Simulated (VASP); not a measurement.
# FeO (P1) in VASP: single point with PBE+U

Aim: the single point of FeO with PBE+U.

Program: VASP 6.6.1. These are calculated values, not measurements. Logs are shortened: lines on timing, memory, paths and dates and some standing lists are left out, and cuts for length are marked.

### 1 The cell of the first run

The typed cell holds 4 atoms: a = 5.303 Å, b = 5.303 Å, c = 5.303 Å, α = 33.56°, β = 33.56°, γ = 33.56°.

### 2 Single point, PBE+U, collinear spin, antiferromagnetic start

INCAR reads:

```
SYSTEM = FeO
PREC = Accurate
ENCUT = 520
EDIFF = 1E-7
ISMEAR = -1
SIGMA = 0.1
LREAL = .FALSE.
LASPH = .TRUE.
NELM = 150
ALGO = Normal
ISIF = 2
LWAVE = .FALSE.
LCHARG = .TRUE.
ISPIN = 2
MAGMOM = 4.4 -4.4 0 0
LORBIT = 11
LMAXMIX = 4
LDAU = .TRUE.
LDAUTYPE = 2
LDAUL = 2 -1
LDAUU = 5.3 0
LDAUJ = 0 0
LDAUPRINT = 1
GGA = PE
LELF = .TRUE.
LVHAR = .TRUE.
ISYM = 0
NBANDS = 26
```

KPOINTS reads:

```
Automatic mesh
0
G
  4 4 4
  0 0 0
```

POSCAR reads:

```
FeO
1.0
    4.3300000000      2.1650000000      2.1650000000
    2.1650000000      4.3300000000      2.1650000000
    2.1650000000      2.1650000000      4.3300000000
Fe O
2 2
Direct
    0.0046359000     -0.0112080000      0.0066951000
    0.5053065000      0.4885428000      0.5055458000
    0.2496972000      0.2541545000      0.2415893000
    0.7557636000      0.7456024000      0.7536558000
```

Potentials or basis: VASP PAW PBE potentials, release 64 (Fe, O).

Started as:

```sh
cat potpaw_PBE.64/Fe/POTCAR potpaw_PBE.64/O/POTCAR > POTCAR
mpirun -np 1 vasp_std > vasp.out
```

OUTCAR:

```text
SYSTEM = FeO
   PREC = Accurate
   ENCUT = 520
   EDIFF = 1E-7
   ISMEAR = -1
   LREAL = .FALSE.
   LASPH = .TRUE.
   NELM = 150
   ISIF = 2
   ISPIN = 2
   LORBIT = 11
   GGA = PE
   ISYM = 0

 ion  position               nearest neighbor table
   1  0.005  0.989  0.007-   3 2.14   4 2.17   4 2.18   3 2.19   4 2.19   3 2.21   2 3.06   2 3.06
                             2 3.06   2 3.06   2 3.06   2 3.07
   2  0.505  0.489  0.506-   3 2.13   4 2.14   3 2.14   4 2.15   4 2.16   3 2.19   1 3.06   1 3.06
                             1 3.06   1 3.06   1 3.06   1 3.07
   3  0.250  0.254  0.242-   2 2.13   1 2.14   2 2.14   1 2.19   2 2.19   1 2.21
   4  0.756  0.746  0.754-   2 2.14   2 2.15   2 2.16   1 2.17   1 2.18   1 2.19

IMPORTANT INFORMATION: All symmetrisations will be switched off!
NOSYMM: (Re-)initialisation of all symmetry stuff for point group C_1.

----------------------------------------------------------------------------------------

                                     Primitive cell

  volume of cell :      40.5914

  direct lattice vectors                    reciprocal lattice vectors
     4.330000000  2.165000000  2.165000000     0.346420323 -0.115473441 -0.115473441
     2.165000000  4.330000000  2.165000000    -0.115473441  0.346420323 -0.115473441
     2.165000000  2.165000000  4.330000000    -0.115473441 -0.115473441  0.346420323

  length of vectors
     5.303145293  5.303145293  5.303145293     0.382982077  0.382982077  0.382982077

  position of ions in fractional coordinates (direct lattice)
     0.004635900  0.988792000  0.006695100
     0.505306500  0.488542800  0.505545800
     0.249697200  0.254154500  0.241589300
     0.755763600  0.745602400  0.753655800

  ion indices of the primitive-cell ions
   primitive index   ion index
                 1           1
                 2           2
                 3           3
                 4           4

----------------------------------------------------------------------------------------

 KPOINTS: Automatic mesh

Automatic generation of k-mesh.
 Grid dimensions read from file:
 generate k-points for:    4    4    4

 Generating k-lattice:

  Cartesian coordinates                     Fractional coordinates (reciprocal lattice)
     0.086605081 -0.028868360 -0.028868360     0.250000000 -0.000000000 -0.000000000
[... 161 lines left out ...]
  o =  0.9576  v = -0.7410  0.6713  0.0131 -0.0062 -0.0096  0.0000  0.0000  0.0000  0.0000  0.0000      0.0000  0.0000  0.0000  0.0000  0.0000  0.0000  0.0000  0.0000  0.0000  0.0000
  o =  0.9675  v =  0.0000  0.0000  0.0000  0.0000  0.0000 -0.7505  0.6606 -0.0161 -0.0006  0.0067      0.0000  0.0000  0.0000  0.0000  0.0000  0.0000  0.0000  0.0000  0.0000  0.0000
  o =  0.9720  v =  0.0000  0.0000  0.0000  0.0000  0.0000  0.6554  0.7444  0.0002 -0.1276  0.0024      0.0000  0.0000  0.0000  0.0000  0.0000  0.0000  0.0000  0.0000  0.0000  0.0000
  o =  0.9750  v =  0.0000  0.0000  0.0000  0.0000  0.0000 -0.0840 -0.0961  0.0129 -0.9916  0.0162      0.0000  0.0000  0.0000  0.0000  0.0000  0.0000  0.0000  0.0000  0.0000  0.0000
  o =  1.0187  v =  0.0000  0.0000  0.0000  0.0000  0.0000 -0.0000 -0.0004 -0.3964 -0.0202 -0.9178      0.0000  0.0000  0.0000  0.0000  0.0000  0.0000  0.0000  0.0000  0.0000  0.0000
  o =  1.0231  v =  0.0000  0.0000  0.0000  0.0000  0.0000  0.0121 -0.0126 -0.9178 -0.0053  0.3966      0.0000  0.0000  0.0000  0.0000  0.0000  0.0000  0.0000  0.0000  0.0000  0.0000

 number of electron      28.0000005 magnetization      -0.0000005

 Free energy of the ion-electron system (eV)
  ---------------------------------------------------
  ext. energy  EPLUGINS =         0.00000000
  ---------------------------------------------------
  free energy    TOTEN  =       -26.67685766 eV

  energy without entropy =      -26.67685443  energy(sigma->0) =      -26.67685604

 E-fermi :   5.5779     XC(G=0): -11.9818

 val. band max:        4.3904724677   @ k =   0.5000  -0.0000   0.5000
 cond. band min:       6.5778672755   @ k =   0.0000   0.0000   0.0000
 fundamental gap:      2.1873948078
 Fermi energy:         5.5778938798

 spin component 1

 k-point     1 :       0.0000    0.0000    0.0000
  band No.  band energies     occupation
      1     -14.0936      1.00000
      2     -12.9347      1.00000
      3      -2.5380      1.00000
      4      -1.5208      1.00000
      5      -1.0820      1.00000
      6      -0.5009      1.00000
[... 1385 lines left out ...]
     25      20.2979      0.00000
     26      20.8441      0.00000

 [... further k-points ...]
[... 5 lines left out ...]
  --------------------------------------------------------------------------------------
  -------------------------------------------------------------------------------------
  Total        1.4473656      0.9704250      1.3020678      0.1507593      0.1397000      0.2917773
  in kB       57.1288048     38.3035372     51.3937702      5.9506051      5.5140839     11.5167103
  external PRESSURE =      48.9420374 kB  Pullay stress =       0.0000000 kB

 VOLUME and BASIS-vectors are now :
 -----------------------------------------------------------------------------
  energy-cutoff  :      520.00
  volume of cell :       40.59
      direct lattice vectors                 reciprocal lattice vectors
     4.330000000  2.165000000  2.165000000     0.346420323 -0.115473441 -0.115473441
     2.165000000  4.330000000  2.165000000    -0.115473441  0.346420323 -0.115473441
     2.165000000  2.165000000  4.330000000    -0.115473441 -0.115473441  0.346420323

 POSITION                                       TOTAL-FORCE (eV/Angst)
 -----------------------------------------------------------------------------------
      2.17530      4.30600      2.17976        -0.016664      0.055249     -0.094703
      4.34018      4.30389      4.34070        -0.019165      0.176123     -0.067282
      2.15447      2.16412      2.13692         0.138535      0.313200      0.193679
      6.51835      6.49635      6.51379        -0.102706     -0.544572     -0.031694
 -----------------------------------------------------------------------------------
    total drift:                                0.000006     -0.000011      0.000048

  FREE ENERGIE OF THE ION-ELECTRON SYSTEM (eV)
  ---------------------------------------------------
  free  energy   TOTEN  =       -26.6768576582 eV

  energy  without entropy=      -26.6768544252  energy(sigma->0) =      -26.67685604

 total charge

# of ion       s       p       d       tot
------------------------------------------
    1        0.285   0.348   6.135   6.768
    2        0.292   0.368   6.154   6.814
    3        1.551   3.470   0.000   5.022
    4        1.551   3.471   0.000   5.022
--------------------------------------------------
tot          3.680   7.657  12.288  23.626

 magnetization (x)

# of ion       s       p       d       tot
------------------------------------------
    1        0.015   0.013   3.726   3.754
    2       -0.016  -0.014  -3.727  -3.757
    3       -0.001   0.001   0.000   0.001
    4       -0.001   0.001   0.000  -0.000
--------------------------------------------------
tot         -0.002   0.001  -0.001  -0.002
```

It took 30 min on 1 thread of Intel Xeon 8259CL, shared host; peak memory 0.32 GiB.

What came out:

* Free energy: -26.6769 eV
* Pressure: 4.9 GPa
* Largest force: 0.555 eV/Å
* Band gap on the k mesh: 2.19 eV
* Net moment: 0.00 μB per cell
* Site moments: Fe +3.75, -3.76; O +0.00, -0.00 μB
* Valence electrons inside the program's atomic spheres: Fe 6.77, 6.81; O 5.02

Forces in eV/Å, atoms in the order of the input:
```
Fe  -0.017  0.055 -0.095
Fe  -0.019  0.176 -0.067
O    0.139  0.313  0.194
O   -0.103 -0.545 -0.032
```

Eigenvalues of the final occupation matrices:
```tsv
site	spin	trace	eigenvalues
site 1 d	1	4.95	0.97 0.97 0.97 1.01 1.02
site 1 d	2	1.21	0.03 0.03 0.09 0.11 0.96
site 2 d	1	1.22	0.03 0.03 0.10 0.12 0.96
site 2 d	2	4.96	0.97 0.97 0.97 1.02 1.02
```

Caveat: the k points lie up to 0.60 Å⁻¹ apart. A k mesh can miss the band edges.
